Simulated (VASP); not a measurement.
# GeSb4Te4 (P1) in VASP: single point with PBE

Aim: the single point of GeSb4Te4 with PBE.

Everything below comes from runs of VASP 6.6.1. Logs are shortened: lines on timing, memory, paths and dates and some standing lists are left out, and cuts for length are marked.

**1. The cell of the first run**

The typed cell holds 9 atoms: a = 4.330 Å, b = 4.330 Å, c = 17.696 Å, α = 87.90°, β = 85.79°, γ = 60.00°.

**2. Single point, PBE (the part above a cut slid along it)**

INCAR

```
ALGO = Normal
EDIFF = 1E-6
ENCUT = 520
GGA = PE
ISIF = 2
ISMEAR = 0
LASPH = T
LCHARG = F
LREAL = F
LWAVE = F
NBANDS = 39
NELM = 100
PREC = Accurate
SIGMA = 0.03
```

KPOINTS

```
k-points
0
Gamma
  9 9 2
```

POSCAR

```
GeSb4Te4
1.0
   -4.3299846501      0.0000000000      0.0000000000
   -2.1649923251     -3.7498767050      0.0000000000
   -1.2989953950      0.0000000000     17.6486093019
Ge Sb Te
1 4 4
Direct
   -0.1857150000      0.0000000000      0.6190500000
    0.2843885736      0.3333333333      0.1631491990
    0.6441814264      0.6666666667      0.0749508010
    0.5437211614      0.6666666667      0.4098183509
    0.0848488386      0.3333333333      0.8282816491
    0.1762627897      0.3333333333      0.5235684789
    0.4523072103      0.6666666667      0.7145315211
    0.9060949859      1.0000000000      0.3130167137
   -0.2775249859      0.0000000000      0.9250832863
```

Potentials or basis: VASP PAW PBE potentials, release 64 (Ge_d, Sb, Te).

On the command line:

```
> cat potpaw_PBE.64/Ge_d/POTCAR potpaw_PBE.64/Sb/POTCAR potpaw_PBE.64/Te/POTCAR > POTCAR
> mpirun -np 1 vasp_std > vasp.out
```

OUTCAR:

```text
EDIFF = 1E-6
   ENCUT = 520
   GGA = PE
   ISIF = 2
   ISMEAR = 0
   LASPH = T
   LREAL = F
   NELM = 100
   PREC = Accurate

 ion  position               nearest neighbor table
   1  0.814  0.000  0.619-   7 3.01   6 3.01   7 3.01   6 3.01   6 3.01   7 3.01
   2  0.284  0.333  0.163-   3 2.94   3 2.94   3 2.94   8 3.64   8 3.64   8 3.64
   3  0.644  0.667  0.075-   2 2.94   2 2.94   2 2.94   9 3.05
   4  0.544  0.667  0.410-   8 3.03   8 3.03   8 3.03   6 3.21   6 3.21   6 3.21
   5  0.085  0.333  0.828-   9 3.03   9 3.03   9 3.03   7 3.21   7 3.21   7 3.21
   6  0.176  0.333  0.524-   1 3.01   1 3.01   1 3.01   4 3.21   4 3.21   4 3.21
   7  0.452  0.667  0.715-   1 3.01   1 3.01   1 3.01   5 3.21   5 3.21   5 3.21
   8  0.906  0.000  0.313-   4 3.03   4 3.03   4 3.03   2 3.64   2 3.64   2 3.64
   9  0.722  0.000  0.925-   5 3.03   5 3.03   5 3.03   3 3.05

  LATTYP: Found a base centered monoclinic cell.
 ALAT       =     4.3299846501
 B/A-ratio  =     1.7320508076
 C/A-ratio  =     4.0869313213
 COS(beta)  =    -0.0734047079

  Lattice vectors:

 A1 = (   2.1649923250,  -3.7498767050,   0.0000000000)
 A2 = (   2.1649923251,   3.7498767050,   0.0000000000)
 A3 = (  -1.2989953950,   0.0000000000,  17.6486093019)

Analysis of symmetry for initial positions (statically):
=====================================================================
 Subroutine PRICEL returns:
 Original cell was already a primitive cell.

 Routine SETGRP: Setting up the symmetry group for a
 base centered monoclinic supercell.

 Subroutine GETGRP returns: Found  1 space group operations
 (whereof  1 operations were pure point group operations)
 out of a pool of  4 trial point group operations.

The static configuration has the point symmetry C_1 .

Analysis of symmetry for dynamics (positions and initial velocities):
=====================================================================
 Subroutine PRICEL returns:
 Original cell was already a primitive cell.

 Routine SETGRP: Setting up the symmetry group for a
 base centered monoclinic supercell.

 Subroutine GETGRP returns: Found  1 space group operations
 (whereof  1 operations were pure point group operations)
 out of a pool of  4 trial point group operations.

The dynamic configuration has the point symmetry C_1 .

 Subroutine INISYM returns: Found  1 space group operations
 (whereof  1 operations are pure point group operations),
 and found     1 'primitive' translations

[... 114 lines left out ...]
   ISIF   =      2    stress and relaxation
   ISYM   =      2    0-nonsym 1-usesym 2-fastsym
   POTIM  = 0.5000    time-step for ionic-motion
   TEBEG  =    0.0;   TEEND  =   0.0 temperature during run
   PSTRESS=    0.0 pullay stress
   NELECT =      58.0000    total number of electrons
   NUPDOWN=      -1.0000    fix difference up-down
   EMIN   =  10.00;   EMAX   =-10.00  energy-range for DOS
   EFERMI =   0.00;   METHOD = LEGACY
   ISMEAR =     0;   SIGMA  =   0.03  broadening in eV -4-tet -1-fermi 0-gaus
   EFERMI_NEDOS =   21; number of points for ismear=-14 and -15
   IALGO  =     38    algorithm
   IMIX   =      4    mixing-type and parameters
     AMIX     =   0.40;   BMIX     =  1.00
     AMIX_MAG =   1.60;   BMIX_MAG =  1.00
  volume/ion in A,a.u.               =      31.84       214.87
  Fermi-wavevector in a.u.,A,eV,Ry     =   0.961198  1.816401 12.570446  0.923902
  Thomas-Fermi vector in A             =   2.090549
   LORBIT       =      0    0 simple, 1 ext, 2 COOP (PROOUT), +10 PAW based schemes
   GGA     = PE    functional components
   LHFCALC =     F    Hartree Fock is set to
   AEXX    =    0.0000 exact exchange contribution
   IVDW    =     0    specifies the selected vdW correction
   LEPSILON=     F    determine dielectric tensor
   LRPA    =     F    only Hartree local field effects (RPA)
 non-spin polarized calculation
 Gauss-broadening in eV      SIGMA  =   0.03
  energy-cutoff  :      520.00
  volume of cell :      286.56
 maximum number of plane-waves:      7754
   NGX = 17   NGY = 17   NGZ = 65

 number of electron      57.9999997 magnetization

 Free energy of the ion-electron system (eV)
  ---------------------------------------------------
  ext. energy  EPLUGINS =         0.00000000
  ---------------------------------------------------
  free energy    TOTEN  =       -34.13593454 eV

  energy without entropy =      -34.13590617  energy(sigma->0) =      -34.13592036

 E-fermi :   6.3697     XC(G=0):  -9.2502

 val. band max:        6.3200674714   @ k =   0.0000   0.0000   0.0000
 cond. band min:       6.4226545517   @ k =  -0.4444  -0.4444   0.5000
 fundamental gap:      0.1025870804
 Fermi energy:         6.3697387246

 k-point     1 :       0.0000    0.0000    0.0000
  band No.  band energies     occupation
      1     -18.7617      2.00000
      2     -18.7565      2.00000
      3     -18.7508      2.00000
      4     -18.7485      2.00000
      5     -18.7477      2.00000
      6      -6.8777      2.00000
[... 997 lines left out ...]
     38       8.9517      0.00000
     39       9.0671      0.00000

 [... further k-points ...]

------------------------ aborting loop because EDIFF is reached ----------------------------------------

  FORCE on cell =-STRESS in cart. coord.  units (eV):
  Direction    XX          YY          ZZ          XY          YZ          ZX
  --------------------------------------------------------------------------------------
  -------------------------------------------------------------------------------------
  Total        0.8657623      0.0629926      2.4382191      0.9395867      1.4775343      1.7534458
  in kB        4.8405580      0.3521976     13.6323108      5.2533172      8.2610322      9.8036792
  external PRESSURE =       6.2750221 kB  Pullay stress =       0.0000000 kB

 VOLUME and BASIS-vectors are now :
 -----------------------------------------------------------------------------
  energy-cutoff  :      520.00
  volume of cell :      286.56
      direct lattice vectors                 reciprocal lattice vectors
    -4.329984650  0.000000000  0.000000000    -0.230947701  0.133337717 -0.016998507
    -2.164992325 -3.749876705  0.000000000     0.000000000 -0.266675435  0.000000000
    -1.298995395  0.000000000 17.648609302     0.000000000  0.000000000  0.056661688

 POSITION                                       TOTAL-FORCE (eV/Angst)
 -----------------------------------------------------------------------------------
     -4.32998      0.00000     10.92537         0.071383      0.027749      0.001488
     -2.16499     -1.24996      2.87936         0.105904      0.115531      0.210221
     -4.32998     -2.49992      1.32278         0.210952      0.231717      0.523878
     -4.32998     -2.49992      7.23272         0.016006      0.011547      0.041756
     -2.16499     -1.24996     14.61802         0.129132     -0.056653     -0.256455
     -2.16499     -1.24996      9.24026        -0.032546     -0.007131     -0.018969
     -4.32998     -2.49992     12.61049        -0.163725     -0.062592      0.024541
     -4.32998      0.00000      5.52431        -0.020555     -0.021491     -0.063487
     -4.32998      0.00000     16.32643        -0.316552     -0.238678     -0.462973
 -----------------------------------------------------------------------------------
    total drift:                               -0.000377     -0.000489      0.000616

  FREE ENERGIE OF THE ION-ELECTRON SYSTEM (eV)
  ---------------------------------------------------
  free  energy   TOTEN  =       -34.1359345401 eV

  energy  without entropy=      -34.1359061749  energy(sigma->0) =      -34.13592036
```

stdout:

```text
POSCAR found type information on POSCAR GeSbTe
 POSCAR found :  3 types and       9 ions
 scaLAPACK will be used
 LDA part: xc-table for (Slater+PW92), standard interpolation
 POSCAR, INCAR and KPOINTS ok, starting setup
 FFT: planning ... GRIDC
 FFT: planning ... GRID_SOFT
 FFT: planning ... GRID
 WAVECAR not read
 entering main loop
```

It took 25 min on 1 thread of Oxide Virtual Turin-like, shared host; peak memory 0.89 GiB.

Results:

```
Free energy            : -34.1359 eV
Pressure               : 0.6 GPa
Largest force          : 0.610 eV/Å
Band gap on the k mesh : 0.10 eV (least direct gap 0.13 eV)
```

Forces in eV/Å, atoms in the order of the input:
```
Ge   0.071  0.028  0.001
Sb   0.106  0.116  0.210
Sb   0.211  0.232  0.524
Sb   0.016  0.012  0.042
Sb   0.129 -0.057 -0.256
Te  -0.033 -0.007 -0.019
Te  -0.164 -0.063  0.025
Te  -0.021 -0.021 -0.063
Te  -0.317 -0.239 -0.463
```

Levels at points of the mesh, in eV from the valence-band top:
| k point | band 25 | band 26 | band 27 | band 28 | band 29 | band 30 | band 31 | band 32 | band 33 | band 34 |
| --- | --- | --- | --- | --- | --- | --- | --- | --- | --- | --- |
| (0.00, 0.00, 0.00) | -1.31 | -1.29 | -1.22 | -1.12 | 0.00 | 0.13 | 0.23 | 0.45 | 0.68 | 0.78 |
| (0.00, 0.00, 0.50) | -1.53 | -1.23 | -1.19 | -1.05 | -0.07 | 0.16 | 0.21 | 0.55 | 0.67 | 0.78 |

Caveat: the cell differs from its parent crystal (the part above a cut slid along it); semilocal functionals underestimate gaps, and a narrow one can read as zero; spin-orbit coupling is left out, which moves the levels of the heavy elements. A k mesh can miss the band edges.
